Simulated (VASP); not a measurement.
# TiTe2 (R-3m) in VASP: single point with PBE

Aim: the single point of TiTe2 with PBE.

Everything below comes from runs of VASP 6.6.1. Logs are shortened: lines on timing, memory, paths and dates and some standing lists are left out, and cuts for length are marked.

## 1. The cell of the first run

The structure is trigonal, space group R-3m (No. 166). Conventional cell: a = 3.775 Å, b = 3.775 Å, c = 20.606 Å, α = 90.00°, β = 90.00°, γ = 120.00°. Within 3.6 Å of Ti (site symmetry -3m) lie 6 Te at 2.77 Å. Within 3.6 Å of Te (site symmetry 3m) lie 3 Ti at 2.77 Å.

## 2. Single point, PBE

INCAR

```
SYSTEM = TiTe2
  PREC = Accurate
  ENCUT = 520
  EDIFF = 1E-6
  ISMEAR = -1
  SIGMA = 0.02
  LREAL = .FALSE.
  LASPH = .TRUE.
  NELM = 80
  ALGO = Normal
  ISIF = 2
  LWAVE = .FALSE.
  LCHARG = .FALSE.
  GGA = PE
  NBANDS = 19
```

KPOINTS

```
Automatic mesh
0
G
  6 6 6
  0 0 0
```

POSCAR

```
TiTe2
1.0
    1.8876707350      1.0898472070      6.8686281561
   -1.8876707350      1.0898472070      6.8686281561
    0.0000000000     -2.1796944140      6.8686281561
Ti Te
1 2
Direct
    0.0000000000      0.0000000000      0.0000000000
    0.2506047257      0.2506047257      0.2506047257
    0.7493952743      0.7493952743      0.7493952743
```

Potentials or basis: VASP PAW PBE potentials, release 64 (Ti_sv, Te).

On the command line:

```sh
> cat potpaw_PBE.64/Ti_sv/POTCAR potpaw_PBE.64/Te/POTCAR > POTCAR
> mpirun -np 1 vasp_std > vasp.out
```

OUTCAR:

```text
SYSTEM = TiTe2
   PREC = Accurate
   ENCUT = 520
   EDIFF = 1E-6
   ISMEAR = -1
   LREAL = .FALSE.
   LASPH = .TRUE.
   NELM = 80
   ISIF = 2
   GGA = PE

 ion  position               nearest neighbor table
   1  0.000  0.000  0.000-   3 2.77   3 2.77   2 2.77   2 2.77   3 2.77   2 2.77
   2  0.251  0.251  0.251-   1 2.77   1 2.77   1 2.77
   3  0.749  0.749  0.749-   1 2.77   1 2.77   1 2.77

  LATTYP: Found a trigonal (rhomboedric) cell.
 ALAT       =     7.2061862649
 COS(alpha) =     0.8627629056

  Lattice vectors:

 A1 = (   1.8876707350,   1.0898472070,   6.8686281561)
 A2 = (  -1.8876707350,   1.0898472070,   6.8686281561)
 A3 = (   0.0000000000,  -2.1796944140,   6.8686281561)

Analysis of symmetry for initial positions (statically):
=====================================================================
 Subroutine PRICEL returns:
 Original cell was already a primitive cell.

 Routine SETGRP: Setting up the symmetry group for a
 trigonal (rhombohedral) supercell.

 Subroutine GETGRP returns: Found 12 space group operations
 (whereof 12 operations were pure point group operations)
 out of a pool of 12 trial point group operations.

The static configuration has the point symmetry D_3d.

Analysis of symmetry for dynamics (positions and initial velocities):
=====================================================================
 Subroutine PRICEL returns:
 Original cell was already a primitive cell.

 Routine SETGRP: Setting up the symmetry group for a
 trigonal (rhombohedral) supercell.

 Subroutine GETGRP returns: Found 12 space group operations
 (whereof 12 operations were pure point group operations)
 out of a pool of 12 trial point group operations.

The dynamic configuration has the point symmetry D_3d.

 Subroutine INISYM returns: Found 12 space group operations
 (whereof 12 operations are pure point group operations),
 and found     1 'primitive' translations

----------------------------------------------------------------------------------------

                                     Primitive cell

  volume of cell :      84.7838

  direct lattice vectors                    reciprocal lattice vectors
     1.887670735  1.089847207  6.868628156     0.264876703  0.152926636  0.048529827
    -1.887670735  1.089847207  6.868628156    -0.264876703  0.152926636  0.048529827
     0.000000000 -2.179694414  6.868628156     0.000000000 -0.305853271  0.048529827

  length of vectors
     7.206186265  7.206186265  7.206186265     0.309679459  0.309679459  0.309679459

  position of ions in fractional coordinates (direct lattice)
     0.000000000  0.000000000  0.000000000
     0.250604726  0.250604726  0.250604726
     0.749395274  0.749395274  0.749395274

  ion indices of the primitive-cell ions
   primitive index   ion index
                 1           1
                 2           2
                 3           3

----------------------------------------------------------------------------------------

 KPOINTS: Automatic mesh

Automatic generation of k-mesh.
 Grid dimensions read from file:
 generate k-points for:    6    6    6

 Generating k-lattice:

  Cartesian coordinates                     Fractional coordinates (reciprocal lattice)
     0.044146117  0.025487773  0.008088304     0.166666667 -0.000000000  0.000000000
    -0.044146117  0.025487773  0.008088304    -0.000000000  0.166666667  0.000000000
     0.000000000 -0.050975545  0.008088304     0.000000000  0.000000000  0.166666667

  Length of vectors
     0.051613243  0.051613243  0.051613243

  Shift w.r.t. Gamma in fractional coordinates (k-lattice)
     0.000000000  0.000000000  0.000000000

 Subroutine IBZKPT returns following result:
 ===========================================

 Found     32 irreducible k-points:

 Following reciprocal coordinates:
            Coordinates               Weight
  0.000000  0.000000  0.000000      1.000000
  0.166667 -0.000000 -0.000000      6.000000
  0.333333 -0.000000  0.000000      6.000000
  0.500000 -0.000000  0.000000      3.000000
  0.166667  0.166667 -0.000000      6.000000
  0.333333  0.166667  0.000000     12.000000
[... 16 lines left out ...]
  0.500000  0.500000  0.166667      6.000000
 -0.333333  0.500000  0.166667     12.000000
 [... further k-points ...]
   k-points           NKPTS =     32   k-points in BZ     NKDIM =     32   number of bands    NBANDS=     19
   number of dos      NEDOS =    301   number of ions     NIONS =      3
   total plane-waves  NPLWV = 157464
   dimension x,y,z NGX =    54 NGY =   54 NGZ =   54
   dimension x,y,z NGXF=   108 NGYF=  108 NGZF=  108
   ions per type =               1   2
   NGX,Y,Z   is equivalent  to a cutoff of  12.46, 12.46, 12.46 a.u.
   NGXF,Y,Z  is equivalent  to a cutoff of  24.92, 24.92, 24.92 a.u.
 SYSTEM =  TiTe2
   PREC   = accura    normal or accurate (medium, high low for compatibility)
   ISTART =      0    job   : 0-new  1-cont  2-samecut
   ICHARG =      2    charge: 1-file 2-atom 10-const
   ISPIN  =      1    spin polarized calculation?
   LNONCOLLINEAR =      F non collinear calculations
   LSORBIT =      F    spin-orbit coupling
   LASPH  =      T    aspherical Exc in radial PAW
   ENCUT  =  520.0 eV  38.22 Ry    6.18 a.u.  13.40 13.40 13.40*2*pi/ulx,y,z
   NELM   =     80;   NELMIN=  2; NELMDL= -5     # of ELM steps
   EDIFF  = 0.1E-05   stopping-criterion for ELM
   LREAL  =      F    real-space projection
   EDIFFG = 0.1E-04   stopping-criterion for IOM
   NSW    =      0    number of steps for IOM
   IBRION =     -1    ionic relax: 0-MD 1-quasi-New 2-CG
   NFREE  =      0    steps in history (QN), initial steepest desc. (CG)
   ISIF   =      2    stress and relaxation
   ISYM   =      2    0-nonsym 1-usesym 2-fastsym
   POTIM  = 0.5000    time-step for ionic-motion
   TEBEG  =    0.0;   TEEND  =   0.0 temperature during run
   PSTRESS=    0.0 pullay stress
   NELECT =      24.0000    total number of electrons
   NUPDOWN=      -1.0000    fix difference up-down
   EMIN   =  10.00;   EMAX   =-10.00  energy-range for DOS
   EFERMI =   0.00;   METHOD = LEGACY
   ISMEAR =    -1;   SIGMA  =   0.02  broadening in eV -4-tet -1-fermi 0-gaus
   EFERMI_NEDOS =   21; number of points for ismear=-14 and -15
   IALGO  =     38    algorithm
   IMIX   =      4    mixing-type and parameters
     AMIX     =   0.40;   BMIX     =  1.00
     AMIX_MAG =   1.60;   BMIX_MAG =  1.00
  volume/ion in A,a.u.               =      28.26       190.72
  Fermi-wavevector in a.u.,A,eV,Ry     =   1.074915  2.031295 15.720752  1.155443
  Thomas-Fermi vector in A             =   2.210757
   LORBIT       =      0    0 simple, 1 ext, 2 COOP (PROOUT), +10 PAW based schemes
   GGA     = PE    functional components
   LHFCALC =     F    Hartree Fock is set to
   AEXX    =    0.0000 exact exchange contribution
   IVDW    =     0    specifies the selected vdW correction
   LEPSILON=     F    determine dielectric tensor
   LRPA    =     F    only Hartree local field effects (RPA)
 non-spin polarized calculation
  energy-cutoff  :      520.00
  volume of cell :       84.78
 maximum number of plane-waves:      2301
 NGX is ok and might be reduce to    54
   NGX = 27   NGY = 27   NGZ = 27

 number of electron      24.0000002 magnetization

 Free energy of the ion-electron system (eV)
  ---------------------------------------------------
  ext. energy  EPLUGINS =         0.00000000
  ---------------------------------------------------
  free energy    TOTEN  =       -16.17654738 eV

  energy without entropy =      -16.17373977  energy(sigma->0) =      -16.17514358

 E-fermi :   6.0525     XC(G=0):  -9.5323

 val. band max:        6.0411383205   @ k =   0.1667  -0.0000  -0.0000
 cond. band min:       6.0810697983   @ k =   0.5000   0.1667   0.1667
 fundamental gap:      0.0399314778
 Fermi energy:         6.0524760038

 k-point     1 :       0.0000    0.0000    0.0000
  band No.  band energies     occupation
      1     -51.3665      2.00000
      2     -27.6145      2.00000
      3     -27.6145      2.00000
      4     -27.5923      2.00000
      5      -6.0387      2.00000
      6      -4.8202      2.00000
[... 11 lines left out ...]
     18      11.4701      0.00000
     19      11.7564      0.00000

 k-point     2 :       0.1667   -0.0000   -0.0000
  band No.  band energies     occupation
      1     -51.3657      2.00000
      2     -27.6249      2.00000
      3     -27.6169      2.00000
      4     -27.5899      2.00000
      5      -5.7357      2.00000
      6      -4.6641      2.00000
[... 11 lines left out ...]
     18      12.2434      0.00000
     19      12.7076      0.00000

 k-point     3 :       0.3333   -0.0000    0.0000
  band No.  band energies     occupation
      1     -51.3642      2.00000
      2     -27.6457      2.00000
      3     -27.6216      2.00000
      4     -27.5850      2.00000
      5      -4.9699      2.00000
      6      -4.3206      2.00000
[... 11 lines left out ...]
     18      11.5158      0.00000
     19      12.3876      0.00000

 k-point     4 :       0.5000   -0.0000    0.0000
  band No.  band energies     occupation
      1     -51.3635      2.00000
      2     -27.6561      2.00000
      3     -27.6240      2.00000
      4     -27.5826      2.00000
      5      -4.3663      2.00000
      6      -4.2137      2.00000
[... 11 lines left out ...]
     18      11.1904      0.00000
     19      11.7010      0.00000

 k-point     5 :       0.1667    0.1667   -0.0000
  band No.  band energies     occupation
      1     -51.3657      2.00000
      2     -27.6249      2.00000
      3     -27.6168      2.00000
      4     -27.5899      2.00000
      5      -5.7193      2.00000
      6      -4.6916      2.00000
[... 11 lines left out ...]
     18      12.2250      0.00000
     19      12.4870      0.00000

 k-point     6 :       0.3333    0.1667    0.0000
  band No.  band energies     occupation
      1     -51.3646      2.00000
      2     -27.6385      2.00000
      3     -27.6225      2.00000
      4     -27.5862      2.00000
      5      -5.1669      2.00000
      6      -4.4471      2.00000
[... 11 lines left out ...]
     18      12.7751      0.00000
     19      13.0210      0.00000

 k-point     7 :       0.5000    0.1667    0.0000
  band No.  band energies     occupation
      1     -51.3635      2.00000
      2     -27.6507      2.00000
      3     -27.6295      2.00000
      4     -27.5826      2.00000
      5      -4.4271      2.00000
      6      -4.1760      2.00000
[... 11 lines left out ...]
     18      12.0233      0.00000
     19      12.6666      0.00000

 k-point     8 :      -0.3333    0.1667    0.0000
  band No.  band energies     occupation
      1     -51.3635      2.00000
      2     -27.6507      2.00000
      3     -27.6295      2.00000
      4     -27.5826      2.00000
      5      -4.4602      2.00000
      6      -4.1403      2.00000
[... 256 lines left out ...]
 k-point    20 :       0.5000    0.3333    0.1667
  band No.  band energies     occupation
      1     -51.3646      2.00000
      2     -27.6385      2.00000
      3     -27.6225      2.00000
      4     -27.5862      2.00000
      5      -5.0619      2.00000
      6      -4.5849      2.00000
[... 11 lines left out ...]
     18      12.3952      0.00000
     19      12.6872      0.00000

 k-point    21 :      -0.3333    0.3333    0.1667
  band No.  band energies     occupation
      1     -51.3635      2.00000
      2     -27.6507      2.00000
      3     -27.6295      2.00000
      4     -27.5826      2.00000
      5      -4.3615      2.00000
      6      -4.2415      2.00000
[... 11 lines left out ...]
     18      11.1313      0.00000
     19      11.9567      0.00000

 k-point    22 :      -0.1667    0.3333    0.1667
  band No.  band energies     occupation
      1     -51.3635      2.00000
      2     -27.6507      2.00000
      3     -27.6295      2.00000
      4     -27.5826      2.00000
      5      -4.4514      2.00000
      6      -4.1464      2.00000
[... 11 lines left out ...]
     18      11.6346      0.00000
     19      11.8269      0.00000

 k-point    23 :       0.5000    0.5000    0.1667
  band No.  band energies     occupation
      1     -51.3642      2.00000
      2     -27.6457      2.00000
      3     -27.6216      2.00000
      4     -27.5850      2.00000
      5      -4.8071      2.00000
      6      -4.5161      2.00000
[... 11 lines left out ...]
     18      10.7516      0.00000
     19      11.6432      0.00000

 k-point    24 :      -0.3333    0.5000    0.1667
  band No.  band energies     occupation
      1     -51.3635      2.00000
      2     -27.6507      2.00000
      3     -27.6295      2.00000
      4     -27.5826      2.00000
      5      -4.3348      2.00000
      6      -4.2655      2.00000
[... 11 lines left out ...]
     18      10.7355      0.00000
     19      11.6273      0.00000

 [... further k-points ...]
[... 5 lines left out ...]
  --------------------------------------------------------------------------------------
  -------------------------------------------------------------------------------------
  Total        0.4357564      0.4357564      0.7623825      0.0000000      0.0000000      0.0000000
  in kB        8.2345766      8.2345766     14.4068949      0.0000000      0.0000000      0.0000000
  external PRESSURE =      10.2920160 kB  Pullay stress =       0.0000000 kB

 VOLUME and BASIS-vectors are now :
 -----------------------------------------------------------------------------
  energy-cutoff  :      520.00
  volume of cell :       84.78
      direct lattice vectors                 reciprocal lattice vectors
     1.887670735  1.089847207  6.868628156     0.264876703  0.152926636  0.048529827
    -1.887670735  1.089847207  6.868628156    -0.264876703  0.152926636  0.048529827
     0.000000000 -2.179694414  6.868628156     0.000000000 -0.305853271  0.048529827

 POSITION                                       TOTAL-FORCE (eV/Angst)
 -----------------------------------------------------------------------------------
      0.00000      0.00000      0.00000         0.000000      0.000000     -0.000000
      0.00000      0.00000      5.16393         0.000000     -0.000000     -0.114298
      0.00000      0.00000     15.44195         0.000000      0.000000      0.114298
 -----------------------------------------------------------------------------------
    total drift:                               -0.000000      0.000000     -0.000000

  FREE ENERGIE OF THE ION-ELECTRON SYSTEM (eV)
  ---------------------------------------------------
  free  energy   TOTEN  =       -16.1765473778 eV

  energy  without entropy=      -16.1737397725  energy(sigma->0) =      -16.17514358
```

Run time: 5.2 min. Hardware: 1 thread of Intel Xeon 8259CL, shared host; peak memory 0.4 GiB.

Results:

| Property | Result |
| --- | --- |
| Free energy | -16.1765 eV |
| Pressure | 1.0 GPa |
| Largest force | 0.114 eV/Å |
| Band gap on the k mesh | zero (band 12 reaches 6.53 eV, above the bottom of band 13 at 5.91 eV) |

Forces on the atoms (eV/Å):
```
Ti   0.000  0.000  0.000
Te   0.000  0.000 -0.114
Te   0.000  0.000  0.114
```

Levels at points of the mesh, in eV from the Fermi level:
| k point | band 10 | band 11 | band 12 | band 13 | band 14 | band 15 |
| --- | --- | --- | --- | --- | --- | --- |
| (0.00, 0.00, 0.00) | 0.17 | 0.47 | 0.47 | 0.47 | 1.21 | 1.21 |
| (0.50, 0.00, 0.00) | -1.81 | -1.79 | -0.55 | 0.07 | 1.23 | 1.57 |
| (0.50, 0.50, 0.00) | -1.68 | -1.56 | -0.82 | -0.14 | 1.23 | 1.52 |
| (0.50, 0.50, 0.50) | -1.50 | 0.48 | 0.48 | 0.97 | 1.03 | 1.03 |

Caveat: spin-orbit coupling is left out, which moves the levels of the heavy elements.
